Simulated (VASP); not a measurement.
# Li2S (Fm-3m) in VASP: notebook

Li2S is run at these levels: PBE, r2SCAN; tasks: single point, relaxation of cell and atoms.

Program: VASP 6.6.1. These are calculated values, not measurements. Logs are shortened: lines on timing, memory, paths and dates and some standing lists are left out, and cuts for length are marked.

### Step 1. The cell of the first run

It takes space group Fm-3m (No. 225, cubic). The conventional cell has a = 5.691 Å, b = 5.691 Å, c = 5.691 Å, α = 90.00°, β = 90.00°, γ = 90.00°. Within 3.3 Å of S (site symmetry m-3m) lie 8 Li at 2.46 Å. Li (site symmetry -43m) has 4 S at 2.46 Å and 6 Li at 2.85 Å within 3.3 Å.

### Step 2. Single point, PBE

The input, INCAR:

```
ALGO = Normal
EDIFF = 1E-6
ENCUT = 750
GGA = PE
GGA_COMPAT = False
ISIF = 2
ISMEAR = 0
LASPH = True
LCHARG = False
LREAL = False
LWAVE = False
NBANDS = 13
NELM = 120
PREC = Accurate
SIGMA = 0.01
```

The input, KPOINTS:

```
k-points
0
Gamma
  4 4 4
```

The input, POSCAR:

```
Li2S
1.0
    0.0000000000      2.8452942241      2.8452942241
    2.8452942241      0.0000000000      2.8452942241
    2.8452942241      2.8452942241      0.0000000000
S Li
1 2
Direct
    0.0000000000      0.0000000000      0.0000000000
    0.2500000000      0.2500000000      0.2500000000
    0.7500000000      0.7500000000      0.7500000000
```

Potentials or basis: VASP PAW PBE potentials, release 64 (S, Li_sv).

Run with:

```bash
> cat potpaw_PBE.64/S/POTCAR potpaw_PBE.64/Li_sv/POTCAR > POTCAR
> mpirun -np 1 vasp_std > vasp.out
```

OUTCAR:

```text
EDIFF = 1E-6
   ENCUT = 750
   GGA = PE
   ISIF = 2
   ISMEAR = 0
   LASPH = True
   LREAL = False
   NELM = 120
   PREC = Accurate

 ion  position               nearest neighbor table
   1  0.000  0.000  0.000-   3 2.46   3 2.46   3 2.46   2 2.46   3 2.46   2 2.46   2 2.46   2 2.46

   2  0.250  0.250  0.250-   1 2.46   1 2.46   1 2.46   1 2.46
   3  0.750  0.750  0.750-   1 2.46   1 2.46   1 2.46   1 2.46

  LATTYP: Found a face centered cubic cell.
 ALAT       =     5.6905884482

  Lattice vectors:

 A1 = (   0.0000000000,   2.8452942241,   2.8452942241)
 A2 = (   2.8452942241,   0.0000000000,   2.8452942241)
 A3 = (   2.8452942241,   2.8452942241,   0.0000000000)

Analysis of symmetry for initial positions (statically):
=====================================================================
 Subroutine PRICEL returns:
 Original cell was already a primitive cell.

 Routine SETGRP: Setting up the symmetry group for a
 face centered cubic supercell.

 Subroutine GETGRP returns: Found 48 space group operations
 (whereof 48 operations were pure point group operations)
 out of a pool of 48 trial point group operations.

The static configuration has the point symmetry O_h .

Analysis of symmetry for dynamics (positions and initial velocities):
=====================================================================
 Subroutine PRICEL returns:
 Original cell was already a primitive cell.

 Routine SETGRP: Setting up the symmetry group for a
 face centered cubic supercell.

 Subroutine GETGRP returns: Found 48 space group operations
 (whereof 48 operations were pure point group operations)
 out of a pool of 48 trial point group operations.

The dynamic configuration has the point symmetry O_h .

 Subroutine INISYM returns: Found 48 space group operations
 (whereof 48 operations are pure point group operations),
 and found     1 'primitive' translations

----------------------------------------------------------------------------------------

                                     Primitive cell

  volume of cell :      46.0693

  direct lattice vectors                    reciprocal lattice vectors
     0.000000000  2.845294224  2.845294224    -0.175728751  0.175728751  0.175728751
     2.845294224  0.000000000  2.845294224     0.175728751 -0.175728751  0.175728751
[... 78 lines left out ...]
   POTIM  = 0.5000    time-step for ionic-motion
   TEBEG  =    0.0;   TEEND  =   0.0 temperature during run
   PSTRESS=    0.0 pullay stress
   NELECT =      12.0000    total number of electrons
   NUPDOWN=      -1.0000    fix difference up-down
   EMIN   =  10.00;   EMAX   =-10.00  energy-range for DOS
   EFERMI =   0.00;   METHOD = LEGACY
   ISMEAR =     0;   SIGMA  =   0.01  broadening in eV -4-tet -1-fermi 0-gaus
   EFERMI_NEDOS =   21; number of points for ismear=-14 and -15
   IALGO  =     38    algorithm
   IMIX   =      4    mixing-type and parameters
     AMIX     =   0.40;   BMIX     =  1.00
     AMIX_MAG =   1.60;   BMIX_MAG =  1.00
  volume/ion in A,a.u.               =      15.36       103.63
  Fermi-wavevector in a.u.,A,eV,Ry     =   1.045518  1.975742 14.872628  1.093107
  Thomas-Fermi vector in A             =   2.180317
   LORBIT       =      0    0 simple, 1 ext, 2 COOP (PROOUT), +10 PAW based schemes
   GGA     = PE    functional components
   LHFCALC =     F    Hartree Fock is set to
   AEXX    =    0.0000 exact exchange contribution
   IVDW    =     0    specifies the selected vdW correction
   LEPSILON=     F    determine dielectric tensor
   LRPA    =     F    only Hartree local field effects (RPA)
 non-spin polarized calculation
 Gauss-broadening in eV      SIGMA  =   0.01
  energy-cutoff  :      750.00
  volume of cell :       46.07
 maximum number of plane-waves:      2180
   NGX = 17   NGY = 17   NGZ = 17

 number of electron      11.9999998 magnetization

 Free energy of the ion-electron system (eV)
  ---------------------------------------------------
  ext. energy  EPLUGINS =         0.00000000
  ---------------------------------------------------
  free energy    TOTEN  =       -11.98652843 eV

  energy without entropy =      -11.98652843  energy(sigma->0) =      -11.98652843

 E-fermi :   1.5901     XC(G=0):  -8.5198

 val. band max:        1.4935423516   @ k =   0.0000   0.0000   0.0000
 cond. band min:       4.8773387661   @ k =   0.5000   0.5000   0.0000
 fundamental gap:      3.3837964145
 Fermi energy:         1.5900619088

 k-point     1 :       0.0000    0.0000    0.0000
  band No.  band energies     occupation
      1     -42.6800      2.00000
      2     -42.6368      2.00000
      3      -9.5409      2.00000
      4       1.4935      2.00000
      5       1.4935      2.00000
      6       1.4935      2.00000
      7       5.7806      0.00000
      8       7.7211      0.00000
      9       7.7211      0.00000
     10       7.7211      0.00000
     11      12.6800      0.00000
     12      12.6800      0.00000
     13      13.9364      0.00000
[... 98 lines left out ...]
  band No.  band energies     occupation
      1     -42.6573      2.00000
      2     -42.6573      2.00000
      3      -8.9654      2.00000
      4      -0.3407      2.00000
      5      -0.3407      2.00000
      6      -0.2741      2.00000
      7       6.9735      0.00000
      8       8.7937      0.00000
      9      10.3947      0.00000
     10      10.3947      0.00000
     11      13.4393      0.00000
     12      13.4393      0.00000
     13      14.1524      0.00000

------------------------ aborting loop because EDIFF is reached ----------------------------------------

  FORCE on cell =-STRESS in cart. coord.  units (eV):
  Direction    XX          YY          ZZ          XY          YZ          ZX
  --------------------------------------------------------------------------------------
  -------------------------------------------------------------------------------------
  Total        0.0719680      0.0719680      0.0719680     -0.0000000      0.0000000      0.0000000
  in kB        2.5028712      2.5028712      2.5028712     -0.0000000      0.0000000      0.0000000
  external PRESSURE =       2.5028712 kB  Pullay stress =       0.0000000 kB

 VOLUME and BASIS-vectors are now :
 -----------------------------------------------------------------------------
  energy-cutoff  :      750.00
  volume of cell :       46.07
      direct lattice vectors                 reciprocal lattice vectors
     0.000000000  2.845294224  2.845294224    -0.175728751  0.175728751  0.175728751
     2.845294224  0.000000000  2.845294224     0.175728751 -0.175728751  0.175728751
     2.845294224  2.845294224  0.000000000     0.175728751  0.175728751 -0.175728751

 POSITION                                       TOTAL-FORCE (eV/Angst)
 -----------------------------------------------------------------------------------
      0.00000      0.00000      0.00000        -0.000000     -0.000000     -0.000000
      1.42265      1.42265      1.42265         0.000000      0.000000      0.000000
      4.26794      4.26794      4.26794        -0.000000     -0.000000     -0.000000
 -----------------------------------------------------------------------------------
    total drift:                                0.000000      0.000000      0.000000

  FREE ENERGIE OF THE ION-ELECTRON SYSTEM (eV)
  ---------------------------------------------------
  free  energy   TOTEN  =       -11.9865284326 eV

  energy  without entropy=      -11.9865284326  energy(sigma->0) =      -11.98652843
```

OSZICAR:

```text
N       E                     dE             d eps       ncg     rms          rms(c)
DAV:   1     0.508892634545E+02    0.50889E+02   -0.68215E+03   208   0.117E+03
DAV:   2    -0.418469385331E+01   -0.55074E+02   -0.52682E+02   256   0.221E+02
DAV:   3    -0.120950794872E+02   -0.79104E+01   -0.78612E+01   400   0.515E+01
DAV:   4    -0.122870369585E+02   -0.19196E+00   -0.19192E+00   277   0.111E+01
DAV:   5    -0.122922320642E+02   -0.51951E-02   -0.51947E-02   347   0.138E+00    0.388E+00
DAV:   6    -0.119916157111E+02    0.30062E+00   -0.51036E-01   241   0.284E+00    0.291E+00
DAV:   7    -0.119758493864E+02    0.15766E-01   -0.14166E-01   298   0.167E+00    0.184E+00
DAV:   8    -0.119870365861E+02   -0.11187E-01   -0.28226E-02   270   0.947E-01    0.873E-01
DAV:   9    -0.119863112275E+02    0.72536E-03   -0.96694E-04   272   0.174E-01    0.482E-01
DAV:  10    -0.119865593379E+02   -0.24811E-03   -0.14452E-03   233   0.183E-01    0.286E-01
DAV:  11    -0.119865245927E+02    0.34745E-04   -0.10505E-04   295   0.618E-02    0.890E-02
DAV:  12    -0.119865260126E+02   -0.14199E-05   -0.49624E-06   268   0.145E-02    0.409E-02
DAV:  13    -0.119865283931E+02   -0.23805E-05   -0.61309E-06   259   0.121E-02    0.335E-03
DAV:  14    -0.119865284326E+02   -0.39540E-07   -0.16672E-07   147   0.362E-03
   1 F= -.11986528E+02 E0= -.11986528E+02  d E =-.919074E-44
```

Wall time 4.9 s (1 thread of Intel Xeon 6975P-C (Granite Rapids), shared host); peak memory 0.19 GiB.

Results:

```
Free energy            : -11.9865 eV
Pressure               : 0.3 GPa
Band gap on the k mesh : 3.38 eV (least direct gap 4.29 eV)
```

Levels at points of the mesh, in eV from the valence-band top:
```tsv
k point	band 2	band 3	band 4	band 5	band 6	band 7	band 8	band 9	band 10	band 11
(0.00, 0.00, 0.00)	-44.13	-11.03	0.00	0.00	0.00	4.29	6.23	6.23	6.23	11.19
(0.50, 0.00, 0.00)	-44.15	-10.60	-2.89	-0.51	-0.51	6.12	6.57	6.57	8.43	12.83
(0.50, 0.50, 0.00)	-44.14	-10.47	-2.18	-1.43	-1.43	3.38	7.09	11.12	11.12	12.14
```

Caveat: the k points lie up to 0.48 Å⁻¹ apart.

### Step 3. Single point, PBE

This run uses another cell than the first one, of 15.48 Å³/atom.

The input, INCAR:

```
SYSTEM = Li2S
PREC = Accurate ; ENCUT = 750
EDIFF = 1E-6 ; ISMEAR = -1
SIGMA = 0.02 ; LREAL = .FALSE.
LASPH = .TRUE. ; NELM = 120
ALGO = Normal ; ISIF = 2
LWAVE = .FALSE. ; LCHARG = .FALSE.
GGA = PE ; NBANDS = 13
GGA_COMPAT = .FALSE.
```

The input, KPOINTS:

```
Automatic mesh
0
G
  8 8 8
  0 0 0
```

The input, POSCAR:

```
Li2S
1.0
    0.0000000000      2.8528286932      2.8528286932
    2.8528286932      0.0000000000      2.8528286932
    2.8528286932      2.8528286932      0.0000000000
S Li
1 2
Direct
    0.0000000000      0.0000000000      0.0000000000
    0.2500000000      0.2500000000      0.2500000000
    0.7500000000      0.7500000000      0.7500000000
```

Potentials or basis: VASP PAW PBE potentials, release 64 (S, Li_sv).

Run with:

```bash
> cat potpaw_PBE.64/S/POTCAR potpaw_PBE.64/Li_sv/POTCAR > POTCAR
> mpirun -np 1 vasp_std > vasp.out
```

Wall time 11 s (1 thread of Intel Xeon 6975P-C (Granite Rapids), shared host); peak memory 0.2 GiB.

Results (log left out):

| Item | Value |
| --- | --- |
| Free energy | -11.9951 eV |
| Pressure | -0.1 GPa |
| Band gap on the k mesh | 3.39 eV (least direct gap 4.25 eV) |

Levels at points of the mesh, in eV from the valence-band top:
```
           k point  band 3  band 4  band 5  band 6  band 7  band 8  band 9  band 10
(0.00, 0.00, 0.00)  -11.01    0.00    0.00    0.00    4.25    6.23    6.23     6.23
(0.50, 0.00, 0.00)  -10.58   -2.86   -0.50   -0.50    6.08    6.57    6.57     8.39
(0.50, 0.50, 0.00)  -10.46   -2.16   -1.41   -1.41    3.39    7.07   11.06    11.06
```

A k mesh can miss the band edges.

### Step 4. Single point, PBE

The input, INCAR:

```
SYSTEM = Li2S
ALGO = Normal ; EDIFF = 1E-6
ENCUT = 750 ; GGA = PE
GGA_COMPAT = .False. ; ISIF = 2
ISMEAR = -1 ; LASPH = .True.
LCHARG = .True. ; LELF = .True.
LREAL = .False. ; LVHAR = .True.
LWAVE = .False. ; NBANDS = 13
NELM = 120 ; PREC = Accurate
SIGMA = 0.02
```

The input, KPOINTS:

```
k-points
0
Gamma
  8 8 8
  0 0 0
```

The input, POSCAR:

```
Li2S
1.0
    0.0000000000      2.8452942241      2.8452942241
    2.8452942241      0.0000000000      2.8452942241
    2.8452942241      2.8452942241      0.0000000000
S Li
1 2
Direct
    0.0000000000      0.0000000000      0.0000000000
    0.2500000000      0.2500000000      0.2500000000
    0.7500000000      0.7500000000      0.7500000000
```

Run with:

```bash
> cat potpaw_PBE.64/S/POTCAR potpaw_PBE.64/Li_sv/POTCAR > POTCAR
> mpirun -np 1 vasp_std > vasp.out
```

Wall time 12 s (1 thread of Intel Xeon 6975P-C (Granite Rapids), shared host); peak memory 0.2 GiB.

Results (log left out):

* Free energy: -11.9948 eV
* Pressure: 0.2 GPa
* Band gap on the k mesh: 3.39 eV (least direct gap 4.29 eV)

Levels at points of the mesh, in eV from the valence-band top:
| k point | band 3 | band 4 | band 5 | band 6 | band 7 | band 8 | band 9 | band 10 |
| --- | --- | --- | --- | --- | --- | --- | --- | --- |
| (0.00, 0.00, 0.00) | -11.04 | 0.00 | 0.00 | 0.00 | 4.29 | 6.23 | 6.23 | 6.23 |
| (0.50, 0.00, 0.00) | -10.60 | -2.89 | -0.51 | -0.51 | 6.12 | 6.58 | 6.58 | 8.43 |
| (0.50, 0.50, 0.00) | -10.47 | -2.17 | -1.43 | -1.43 | 3.39 | 7.09 | 11.12 | 11.12 |

A k mesh can miss the band edges.

### Step 5. Relaxation of cell and atoms, PBE

This run uses another cell than the first one, of 12.06 Å³/atom.

The input, INCAR:

```
SYSTEM = Li2S
  PREC = Accurate
  ENCUT = 750
  EDIFF = 1E-7
  ISMEAR = -1
  SIGMA = 0.02
  LREAL = .False.
  LASPH = .True.
  NELM = 120
  ALGO = Normal
  ISIF = 3
  LWAVE = .False.
  LCHARG = .False.
  GGA = PE
  IBRION = 2
  NSW = 80
  EDIFFG = -0.005
  GGA_COMPAT = .False.
  NELMIN = 4
```

The input, KPOINTS:

```
regular mesh
0
Gamma
  8 8 8
  0 0 0
```

The input, POSCAR:

```
Li2S
1.0
    0.0000000000      2.6251423920      2.6251423920
    2.6251423920      0.0000000000      2.6251423920
    2.6251423920      2.6251423920      0.0000000000
S Li
1 2
Direct
    0.0000000000      0.0000000000      0.0000000000
    0.2500000000      0.2500000000      0.2500000000
    0.7500000000      0.7500000000      0.7500000000
```

Run with:

```bash
> cat potpaw_PBE.64/S/POTCAR potpaw_PBE.64/Li_sv/POTCAR > POTCAR
> mpirun -np 1 vasp_std > vasp.out
```

Run time: 67 s. Hardware: 1 thread of Intel Xeon 6975P-C (Granite Rapids), shared host; peak memory 0.21 GiB.

The run converged. Its results:

```yaml
Free_energy: -11.9845 eV
Relaxed_volume: 15.41 Å³/atom
Relaxed_cell: a = 4.028 Å, b = 4.028 Å, c = 4.028 Å, α = 60.00°, β = 60.00°, γ = 60.00°
Space_group_after_relaxing_to_0.1_Å: Fm-3m (No. 225)
Energy_gained_by_relaxing: 139.6 meV/atom
Ionic_steps: 20
Pressure_after_relaxing: 0.0 GPa
Band_gap_on_the_k_mesh: 3.39 eV (least direct gap 4.28 eV)
```

The path:
| step | energy change (eV) | largest force (eV/Å) | pressure (GPa) | volume (Å³) |
| --- | --- | --- | --- | --- |
| 1 | 0.0000 | 0.0000 | 16.34 | 36.18 |
| 2 | -0.3860 | 0.0000 | 3.43 | 43.01 |
| 3 | -0.4121 | 0.0000 | -1.30 | 47.87 |
| 4 | -0.4187 | 0.0000 | -0.12 | 46.39 |
| 5 | -0.4188 | 0.0000 | 0.08 | 46.17 |
| 6 | -0.4188 | 0.0000 | 0.08 | 46.17 |
| 7 | -0.4188 | 0.0000 | 0.08 | 46.17 |
| 8 | -0.4188 | 0.0000 | 0.08 | 46.17 |
| 9 | -0.4188 | 0.0000 | 0.08 | 46.17 |
| 10 | -0.4188 | 0.0000 | 0.08 | 46.17 |
| 11 | -0.4188 | 0.0000 | 0.08 | 46.17 |
| 12 | -0.4188 | 0.0000 | 0.08 | 46.17 |
| 13 | -0.4188 | 0.0000 | 0.08 | 46.17 |
| 14 | -0.4188 | 0.0000 | 0.08 | 46.17 |
| 15 | -0.4188 | 0.0000 | 0.08 | 46.17 |
| 16 | -0.4188 | 0.0000 | 0.08 | 46.17 |
| 17 | -0.4188 | 0.0000 | 0.07 | 46.18 |
| 18 | -0.4188 | 0.0000 | 0.07 | 46.18 |
| 19 | -0.4188 | 0.0000 | 0.06 | 46.20 |
| 20 | -0.4188 | 0.0000 | 0.03 | 46.22 |

Final structure:
```yaml
crystal:
  lattice:
    - [0.00000, 2.84839, 2.84839]
    - [2.84839, 0.00000, 2.84839]
    - [2.84839, 2.84839, 0.00000]
  atoms:
    - { symbol: S, position: [0.00000, 0.00000, 0.00000] }
    - { symbol: Li, position: [0.25000, 0.25000, 0.25000] }
    - { symbol: Li, position: [0.75000, 0.75000, 0.75000] }
```

Levels at points of the mesh, in eV from the valence-band top:
| k point | band 2 | band 3 | band 4 | band 5 | band 6 | band 7 | band 8 | band 9 | band 10 |
| --- | --- | --- | --- | --- | --- | --- | --- | --- | --- |
| (0.00, 0.00, 0.00) | -44.13 | -11.02 | 0.00 | 0.00 | 0.00 | 4.28 | 6.23 | 6.23 | 6.23 |
| (0.50, 0.00, 0.00) | -44.15 | -10.59 | -2.87 | -0.51 | -0.51 | 6.11 | 6.58 | 6.58 | 8.42 |
| (0.50, 0.50, 0.00) | -44.14 | -10.47 | -2.16 | -1.42 | -1.42 | 3.39 | 7.09 | 11.10 | 11.10 |

Caveat: the volume moved by over 15 % at a fixed basis, so the end points are rough.

### Step 6. Single point, r2SCAN

The input, POSCAR:

```
Li2S
1.0
    0.0000000000      2.8452942241      2.8452942241
    2.8452942241      0.0000000000      2.8452942241
    2.8452942241      2.8452942241      0.0000000000
S Li
1 2
Direct
    0.0000000000      0.0000000000      0.0000000000
    0.2500000000      0.2500000000      0.2500000000
    0.7500000000      0.7500000000      0.7500000000
```

The input, INCAR.step1:

```
SYSTEM = Li2S
ALGO     = Normal         ! electronic algorithm
EDIFF    = 1E-5           ! SCF threshold, eV
ENCUT    = 830            ! plane-wave cutoff, eV
GGA      = PE             ! functional
GGA_COMPAT= .False.      
ISMEAR   = -1             ! smearing method
LASPH    = .True.         ! aspherical terms in the spheres
LCHARG   = .False.        ! write CHGCAR
LREAL    = .False.        ! projectors in reciprocal space
LWAVE    = .True.         ! write WAVECAR
NBANDS   = 13             ! bands
NELM     = 120            ! most SCF steps
PREC     = Accurate       ! precision mode
SIGMA    = 0.02           ! smearing width, eV
```

The input, INCAR.step2:

```
SYSTEM = Li2S
ALGO     = Normal         ! electronic algorithm
EDIFF    = 1E-6           ! SCF threshold, eV
ENCUT    = 830            ! plane-wave cutoff, eV
GGA_COMPAT= .False.      
ISIF     = 2              ! what is computed and relaxed
ISMEAR   = -1             ! smearing method
ISTART   = 1            
LASPH    = .True.         ! aspherical terms in the spheres
LCHARG   = .False.        ! write CHGCAR
LMIXTAU  = .True.       
LREAL    = .False.        ! projectors in reciprocal space
LWAVE    = .False.        ! write WAVECAR
METAGGA  = R2SCAN         ! meta-GGA
NBANDS   = 13             ! bands
NELM     = 120            ! most SCF steps
PREC     = Accurate       ! precision mode
SIGMA    = 0.02           ! smearing width, eV
```

The input, KPOINTS:

```
k-points
0
Gamma
  8 8 8
  0 0 0
```

Potentials or basis: VASP PAW PBE potentials, release 64 (S, Li_sv).

Run with:

```bash
> cat potpaw_PBE.64/S/POTCAR potpaw_PBE.64/Li_sv/POTCAR > POTCAR
> cp INCAR.step1 INCAR
> mpirun -np 1 vasp_std > vasp.out
> cp INCAR.step2 INCAR
> mpirun -np 1 vasp_std > vasp.out
```

It took 90 s on 1 thread of Intel Xeon 6975P-C (Granite Rapids), shared host; peak memory 0.25 GiB.

The run converged. Its results:

| Quantity | Value |
| --- | --- |
| Free energy | -17.3840 eV |
| Pressure | -0.2 GPa |
| Band gap on the k mesh | 3.86 eV (least direct gap 5.05 eV) |

Levels at points of the mesh, in eV from the valence-band top:
| k point | band 2 | band 3 | band 4 | band 5 | band 6 | band 7 | band 8 | band 9 | band 10 | band 11 |
| --- | --- | --- | --- | --- | --- | --- | --- | --- | --- | --- |
| (0.00, 0.00, 0.00) | -45.56 | -11.49 | 0.00 | 0.00 | 0.00 | 5.05 | 6.91 | 6.91 | 6.91 | 11.76 |
| (0.50, 0.00, 0.00) | -45.58 | -11.05 | -2.89 | -0.51 | -0.51 | 6.98 | 7.19 | 7.19 | 9.13 | 13.73 |
| (0.50, 0.50, 0.00) | -45.57 | -10.92 | -2.16 | -1.44 | -1.44 | 3.86 | 7.90 | 12.16 | 12.16 | 13.36 |

Caveat: the PAW data sets were made with another functional, which shifts forces and pressure a little. A k mesh can miss the band edges.

### Step 7. Overview

```tsv
task	level	cell	k mesh	cutoff (eV)	smearing	gap on the mesh (eV)	pressure (GPa)
single point	PBE	a = 4.024 Å, angles 60.0°, 3 atoms	4 × 4 × 4	750	gaussian 0.01 eV	3.38	0.3
single point	PBE	a = 4.035 Å, angles 60.0°, 3 atoms	8 × 8 × 8	750	fermi-dirac 0.02 eV	3.39	-0.1
single point	PBE	a = 4.024 Å, angles 60.0°, 3 atoms	8 × 8 × 8	750	fermi-dirac 0.02 eV	3.39	0.2
relaxation of cell and atoms	PBE	relaxed from a = 3.713 Å, angles 60.0°, 3 atoms	8 × 8 × 8	750	fermi-dirac 0.02 eV	3.39	0.0
single point	r2SCAN	a = 4.024 Å, angles 60.0°, 3 atoms	8 × 8 × 8	830	fermi-dirac 0.02 eV	3.86	-0.2
```

Alike in all rows: potentials or basis VASP PAW PBE potentials, release 64 (S, Li_sv); no spin polarisation.

Caveats: some runs use coarse meshes; the volume moved by over 15 % at a fixed basis, so the end points are rough (at least some runs); the PAW data sets were made with another functional, which shifts forces and pressure a little (at least some runs).

Absolute energies hang on the potentials; compare differences alone.
